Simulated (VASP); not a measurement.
# MnF2 (P4_2/mnm) in VASP: further runs

MnF2 is run at these levels: PBEsol; tasks: single point.

All numbers are computed with VASP 6.6.1; they aren't measurements. Logs are shortened: lines on timing, memory, paths and dates and some standing lists are left out, and cuts for length are marked.

## Step 1: The cell of the first run

The structure is tetragonal, space group P4_2/mnm (No. 136). The conventional cell has a = 4.938 Å, b = 4.938 Å, c = 3.354 Å, α = 90.00°, β = 90.00°, γ = 90.00°. Mn (site symmetry mmm) has 6 F at 2.13 to 2.16 Å within 2.8 Å. F (site symmetry m2m) has 3 Mn at 2.13 to 2.16 Å and 1 F at 2.72 Å within 2.8 Å.

## Step 2: Single point, PBEsol, collinear spin, ferromagnetic start

Contents of INCAR:

```
SYSTEM = MnF2
  ALGO = Normal
  EDIFF = 1E-6
  ENCUT = 520
  GGA = PS
  ISIF = 2
  ISMEAR = -1
  ISPIN = 2
  LASPH = .TRUE.
  LCHARG = .TRUE.
  LELF = .TRUE.
  LMAXMIX = 4
  LORBIT = 11
  LREAL = .FALSE.
  LVHAR = .TRUE.
  LWAVE = .FALSE.
  MAGMOM = 4 4 0 0 0 0
  NBANDS = 40
  NELM = 150
  PREC = Accurate
  SIGMA = 0.05
```

Contents of KPOINTS:

```
k-points
0
G
  5 5 7
  0 0 0
```

Contents of POSCAR:

```
MnF2
1.0
    4.9379363023      0.0000000000      0.0000000000
    0.0000000000      4.9379363023      0.0000000000
    0.0000000000      0.0000000000      3.3542668382
Mn F
2 4
Direct
    0.5000000000      0.5000000000      0.5000000000
    0.0000000000      0.0000000000      0.0000000000
    0.8053000000      0.1947000000      0.5000000000
    0.6947000000      0.6947000000      0.0000000000
    0.1947000000      0.8053000000      0.5000000000
    0.3053000000      0.3053000000      0.0000000000
```

Potentials or basis: VASP PAW PBE potentials, release 64 (Mn_pv, F).

Command:

```bash
$ cat potpaw_PBE.64/Mn_pv/POTCAR potpaw_PBE.64/F/POTCAR > POTCAR
$ mpirun -np 1 vasp_std > vasp.out
```

OUTCAR:

```text
SYSTEM = MnF2
   EDIFF = 1E-6
   ENCUT = 520
   GGA = PS
   ISIF = 2
   ISMEAR = -1
   ISPIN = 2
   LASPH = .TRUE.
   LORBIT = 11
   LREAL = .FALSE.
   NELM = 150
   PREC = Accurate

 ion  position               nearest neighbor table
   1  0.500  0.500  0.500-   3 2.13   5 2.13   4 2.16   6 2.16   4 2.16   6 2.16
   2  0.000  0.000  0.000-   4 2.13   6 2.13   5 2.16   3 2.16   3 2.16   5 2.16
   3  0.805  0.195  0.500-   1 2.13   2 2.16   2 2.16
   4  0.695  0.695  0.000-   2 2.13   1 2.16   1 2.16
   5  0.195  0.805  0.500-   1 2.13   2 2.16   2 2.16
   6  0.305  0.305  0.000-   2 2.13   1 2.16   1 2.16

  LATTYP: Found a simple tetragonal cell.
 ALAT       =     4.9379363023
 C/A-ratio  =     0.6792851574

  Lattice vectors:

 A1 = (   4.9379363023,   0.0000000000,   0.0000000000)
 A2 = (   0.0000000000,   4.9379363023,   0.0000000000)
 A3 = (   0.0000000000,   0.0000000000,   3.3542668382)

Analysis of symmetry for initial positions (statically):
=====================================================================
 Subroutine PRICEL returns:
 Original cell was already a primitive cell.

 Routine SETGRP: Setting up the symmetry group for a
 simple tetragonal supercell.

 Subroutine GETGRP returns: Found 16 space group operations
 (whereof  8 operations were pure point group operations)
 out of a pool of 16 trial point group operations.

The static configuration has the point symmetry D_2h.
 The point group associated with its full space group is D_4h.

Analysis of symmetry for dynamics (positions and initial velocities):
=====================================================================
 Subroutine PRICEL returns:
 Original cell was already a primitive cell.

 Routine SETGRP: Setting up the symmetry group for a
 simple tetragonal supercell.

 Subroutine GETGRP returns: Found 16 space group operations
 (whereof  8 operations were pure point group operations)
 out of a pool of 16 trial point group operations.

The dynamic configuration has the point symmetry D_2h.
 The point group associated with its full space group is D_4h.

Analysis of structural, dynamic, and magnetic symmetry:
=====================================================================
 Subroutine PRICEL returns:
 Original cell was already a primitive cell.

 Routine SETGRP: Setting up the symmetry group for a
 simple tetragonal supercell.

 Subroutine GETGRP returns: Found 16 space group operations
 (whereof  8 operations were pure point group operations)
 out of a pool of 16 trial point group operations.

The overall configuration has the point symmetry D_2h.
 The point group associated with its full space group is D_4h.

 Subroutine INISYM returns: Found 16 space group operations
 (whereof  8 operations are pure point group operations),
 and found     1 'primitive' translations

----------------------------------------------------------------------------------------

                                     Primitive cell

  volume of cell :      81.7878

  direct lattice vectors                    reciprocal lattice vectors
     4.937936302  0.000000000  0.000000000     0.202513750  0.000000000  0.000000000
     0.000000000  4.937936302  0.000000000     0.000000000  0.202513750  0.000000000
     0.000000000  0.000000000  3.354266838     0.000000000  0.000000000  0.298127742

  length of vectors
     4.937936302  4.937936302  3.354266838     0.202513750  0.202513750  0.298127742

  position of ions in fractional coordinates (direct lattice)
     0.500000000  0.500000000  0.500000000
     0.000000000  0.000000000  0.000000000
     0.805300000  0.194700000  0.500000000
     0.694700000  0.694700000  0.000000000
     0.194700000  0.805300000  0.500000000
     0.305300000  0.305300000  0.000000000

  ion indices of the primitive-cell ions
   primitive index   ion index
                 1           1
                 2           2
                 3           3
                 4           4
                 5           5
                 6           6

[... 33 lines left out ...]
  0.400000  0.400000  0.000000      4.000000
[... 16 lines left out ...]
  0.400000  0.200000  0.428571     16.000000
  0.400000  0.400000  0.428571      8.000000
   k-points           NKPTS =     24   k-points in BZ     NKDIM =     24   number of bands    NBANDS=     40
   number of dos      NEDOS =    301   number of ions     NIONS =      6
   total plane-waves  NPLWV =  44800
   dimension x,y,z NGX =    40 NGY =   40 NGZ =   28
   dimension x,y,z NGXF=    80 NGYF=   80 NGZF=   56
   ions per type =               2   4
   NGX,Y,Z   is equivalent  to a cutoff of  13.47, 13.47, 13.88 a.u.
   NGXF,Y,Z  is equivalent  to a cutoff of  26.93, 26.93, 27.76 a.u.
 SYSTEM =  MnF2
   PREC   = accura    normal or accurate (medium, high low for compatibility)
   ISTART =      0    job   : 0-new  1-cont  2-samecut
   ICHARG =      2    charge: 1-file 2-atom 10-const
   ISPIN  =      2    spin polarized calculation?
   LNONCOLLINEAR =      F non collinear calculations
   LSORBIT =      F    spin-orbit coupling
   LASPH  =      T    aspherical Exc in radial PAW
   ENCUT  =  520.0 eV  38.22 Ry    6.18 a.u.   9.18  9.18  6.24*2*pi/ulx,y,z
   NELM   =    150;   NELMIN=  2; NELMDL= -5     # of ELM steps
   EDIFF  = 0.1E-05   stopping-criterion for ELM
   LREAL  =      F    real-space projection
   EDIFFG = 0.1E-04   stopping-criterion for IOM
   NSW    =      0    number of steps for IOM
   IBRION =     -1    ionic relax: 0-MD 1-quasi-New 2-CG
   NFREE  =      0    steps in history (QN), initial steepest desc. (CG)
   ISIF   =      2    stress and relaxation
   ISYM   =      2    0-nonsym 1-usesym 2-fastsym
   POTIM  = 0.5000    time-step for ionic-motion
   TEBEG  =    0.0;   TEEND  =   0.0 temperature during run
   PSTRESS=    0.0 pullay stress
   NELECT =      54.0000    total number of electrons
   NUPDOWN=      -1.0000    fix difference up-down
   EMIN   =  10.00;   EMAX   =-10.00  energy-range for DOS
   EFERMI =   0.00;   METHOD = LEGACY
   ISMEAR =    -1;   SIGMA  =   0.05  broadening in eV -4-tet -1-fermi 0-gaus
   EFERMI_NEDOS =   21; number of points for ismear=-14 and -15
   IALGO  =     38    algorithm
   IMIX   =      4    mixing-type and parameters
     AMIX     =   0.40;   BMIX     =  1.00
     AMIX_MAG =   1.60;   BMIX_MAG =  1.00
  volume/ion in A,a.u.               =      13.63        91.99
  Fermi-wavevector in a.u.,A,eV,Ry     =   1.425531  2.693862 27.648911  2.032138
  Thomas-Fermi vector in A             =   2.545905
   LORBIT       =     11    0 simple, 1 ext, 2 COOP (PROOUT), +10 PAW based schemes
   GGA     = PS    functional components
   LHFCALC =     F    Hartree Fock is set to
   AEXX    =    0.0000 exact exchange contribution
   IVDW    =     0    specifies the selected vdW correction
   LEPSILON=     F    determine dielectric tensor
   LRPA    =     F    only Hartree local field effects (RPA)
 spin polarized calculation
  energy-cutoff  :      520.00
  volume of cell :       81.79
 maximum number of plane-waves:      2224
 NGX is ok and might be reduce to    40
   NGX = 19   NGY = 19   NGZ = 13

 number of electron      54.0000043 magnetization      10.0000095

 number of electron      54.0000043 magnetization       9.9999853

 Free energy of the ion-electron system (eV)
  ---------------------------------------------------
  ext. energy  EPLUGINS =         0.00000000
  ---------------------------------------------------
  free energy    TOTEN  =       -40.59499710 eV

  energy without entropy =      -40.59499673  energy(sigma->0) =      -40.59499691

 E-fermi :   3.2824     XC(G=0):  -9.8022

 val. band max:        2.7611083352   @ k =   0.0000   0.0000   0.0000
 cond. band min:       3.7733147101   @ k =   0.0000   0.0000   0.0000
 fundamental gap:      1.0122063750
 Fermi energy:         3.2823584597

 spin component 1

 k-point     1 :       0.0000    0.0000    0.0000
  band No.  band energies     occupation
      1     -47.1840      1.00000
      2     -47.1840      1.00000
      3     -47.1250      1.00000
      4     -47.1250      1.00000
      5     -47.1191      1.00000
      6     -47.1176      1.00000
[... 997 lines left out ...]
     38      11.7436      0.00000
     39      11.8417      0.00000
 Fermi energy:         3.2823584597

 spin component 2

 k-point     1 :       0.0000    0.0000    0.0000
  band No.  band energies     occupation
      1     -42.2729      1.00000
      2     -42.2729      1.00000
      3     -42.2058      1.00000
      4     -42.2058      1.00000
      5     -42.1962      1.00000
      6     -42.1939      1.00000
[... 997 lines left out ...]
     38      12.4528      0.00000
     39      12.7503      0.00000
 [bands above 39 left out]

------------------------ aborting loop because EDIFF is reached ----------------------------------------

  FORCE on cell =-STRESS in cart. coord.  units (eV):
  Direction    XX          YY          ZZ          XY          YZ          ZX
  --------------------------------------------------------------------------------------
  -------------------------------------------------------------------------------------
  Total       -1.9086708     -1.9086708     -2.4869424     -0.0000000      0.0000000      0.0000000
  in kB      -37.3897905    -37.3897905    -48.7178077     -0.0000000      0.0000000      0.0000000
  external PRESSURE =     -41.1657962 kB  Pullay stress =       0.0000000 kB

 VOLUME and BASIS-vectors are now :
 -----------------------------------------------------------------------------
  energy-cutoff  :      520.00
  volume of cell :       81.79
      direct lattice vectors                 reciprocal lattice vectors
     4.937936302  0.000000000  0.000000000     0.202513750  0.000000000  0.000000000
     0.000000000  4.937936302  0.000000000     0.000000000  0.202513750  0.000000000
     0.000000000  0.000000000  3.354266838     0.000000000  0.000000000  0.298127742

 POSITION                                       TOTAL-FORCE (eV/Angst)
 -----------------------------------------------------------------------------------
      2.46897      2.46897      1.67713         0.000000      0.000000      0.000000
      0.00000      0.00000      0.00000         0.000000      0.000000      0.000000
      3.97652      0.96142      1.67713         0.031105     -0.031105      0.000000
      3.43038      3.43038      0.00000        -0.031105     -0.031105      0.000000
      0.96142      3.97652      1.67713        -0.031105      0.031105      0.000000
      1.50755      1.50755      0.00000         0.031105      0.031105     -0.000000
 -----------------------------------------------------------------------------------
    total drift:                               -0.000000     -0.000000     -0.000000

  FREE ENERGIE OF THE ION-ELECTRON SYSTEM (eV)
  ---------------------------------------------------
  free  energy   TOTEN  =       -40.5949970968 eV

  energy  without entropy=      -40.5949967264  energy(sigma->0) =      -40.59499691

 total charge

# of ion       s       p       d       tot
------------------------------------------
    1        0.160   6.137   4.929  11.226
    2        0.160   6.137   4.929  11.226
    3        1.731   4.343   0.000   6.074
    4        1.731   4.343   0.000   6.074
    5        1.731   4.343   0.000   6.074
    6        1.731   4.343   0.000   6.074
--------------------------------------------------
tot          7.246  29.645   9.858  46.749

 magnetization (x)

# of ion       s       p       d       tot
------------------------------------------
    1        0.024   0.021   4.543   4.588
    2        0.024   0.021   4.543   4.588
    3        0.008   0.074   0.000   0.082
    4        0.008   0.074   0.000   0.082
    5        0.008   0.074   0.000   0.082
    6        0.008   0.074   0.000   0.082
--------------------------------------------------
tot          0.080   0.339   9.086   9.505
```

Wall time 2.1 min (1 thread of Oxide Virtual Turin-like, shared host); peak memory 0.26 GiB.

What came out:

| Property | Result |
| --- | --- |
| Free energy | -40.5950 eV |
| Pressure | -4.1 GPa |
| Largest force | 0.044 eV/Å |
| Band gap on the k mesh | 1.01 eV, direct |
| Net moment | 10.00 μB per cell |
| Site moments | Mn +4.59; F +0.08 μB |
| Valence electrons inside the program's atomic spheres | Mn 11.23; F 6.07 |

Forces in eV/Å, atoms in the order of the input:
```
Mn   0.000  0.000  0.000
Mn   0.000  0.000  0.000
F    0.031 -0.031  0.000
F   -0.031 -0.031  0.000
F   -0.031  0.031  0.000
F    0.031  0.031  0.000
```

Levels at points of the mesh, in eV from the valence-band top:
Spin up:
| k point | band 29 | band 30 | band 31 | band 32 | band 33 | band 34 | band 35 | band 36 |
| --- | --- | --- | --- | --- | --- | --- | --- | --- |
| (0.00, 0.00, 0.00) | -1.50 | -0.53 | -0.53 | 0.00 | 1.01 | 6.33 | 6.33 | 7.46 |
Spin down:
| k point | band 20 | band 21 | band 22 | band 23 | band 24 | band 25 |
| --- | --- | --- | --- | --- | --- | --- |
| (0.00, 0.00, 0.00) | -4.36 | -4.36 | -4.07 | 1.78 | 1.85 | 2.23 |

Caveat: the PAW data sets were made with another functional, which shifts forces and pressure a little; only a ferromagnetic start was run, and an antiferromagnetic order may lie lower in energy. A k mesh can miss the band edges.

## Step 3: Single point, PBEsol, collinear spin, ferromagnetic start

This run uses another cell than the first one, of 13.89 Å³/atom, 1.019 times its volume.

Contents of INCAR:

```
PREC = Accurate
ENCUT = 520
EDIFF = 1E-7
ISMEAR = -1
SIGMA = 0.05
LREAL = False
LASPH = True
NELM = 150
ALGO = Normal
ISIF = 2
LWAVE = False
LCHARG = True
ISPIN = 2
MAGMOM = 4 4 0 0 0 0
LORBIT = 11
LMAXMIX = 4
GGA = PS
LELF = True
LVHAR = True
NBANDS = 40
```

Contents of KPOINTS:

```
Automatic mesh
0
Gamma
  5 5 7
```

Edit POSCAR of step 2 so:

```diff
@@ -2,5 +2,5 @@
 1.0
-    4.9379363023      0.0000000000      0.0000000000
-    0.0000000000      4.9379363023      0.0000000000
-    0.0000000000      0.0000000000      3.3542668382
+    4.9693889739      0.0000000000      0.0000000000
+    0.0000000000      4.9693889739      0.0000000000
+    0.0000000000      0.0000000000      3.3756321712
 Mn F
```

Potentials or basis: VASP PAW PBE potentials, release 64 (Mn_pv, F).

Command:

```bash
$ cat potpaw_PBE.64/Mn_pv/POTCAR potpaw_PBE.64/F/POTCAR > POTCAR
$ mpirun -np 1 vasp_std > vasp.out
```

It took 2.9 min on 1 thread of Oxide Virtual Turin-like, shared host; peak memory 0.26 GiB.

Results (log left out):

| Quantity | Value |
| --- | --- |
| Free energy | -40.5509 eV |
| Pressure | -5.6 GPa |
| Largest force | 0.062 eV/Å |
| Band gap on the k mesh | 1.05 eV, direct |
| Net moment | 10.00 μB per cell |
| Site moments | Mn +4.59; F +0.08 μB |
| Valence electrons inside the program's atomic spheres | Mn 11.21; F 6.07 |

Forces in eV/Å, atoms in the order of the input:
```
Mn   0.000  0.000  0.000
Mn   0.000  0.000  0.000
F    0.044 -0.044  0.000
F   -0.044 -0.044  0.000
F   -0.044  0.044  0.000
F    0.044  0.044  0.000
```

Stress tensor (GPa, compression positive):
```
-5.08  0.00  0.00
 0.00 -5.08  0.00
 0.00  0.00 -6.57
```

Levels at points of the mesh, in eV from the valence-band top:
Spin up:
| k point | band 30 | band 31 | band 32 | band 33 | band 34 | band 35 |
| --- | --- | --- | --- | --- | --- | --- |
| (0.00, 0.00, 0.00) | -0.52 | -0.52 | 0.00 | 1.05 | 6.37 | 6.37 |
Spin down:
```
           k point  band 19  band 20  band 21  band 22  band 23  band 24  band 25  band 26
(0.00, 0.00, 0.00)    -4.60    -4.21    -4.21    -3.92     1.85     1.92     2.29     2.33
```

Caveat: the PAW data sets were made with another functional, which shifts forces and pressure a little; only a ferromagnetic start was run, and an antiferromagnetic order may lie lower in energy. A k mesh can miss the band edges.
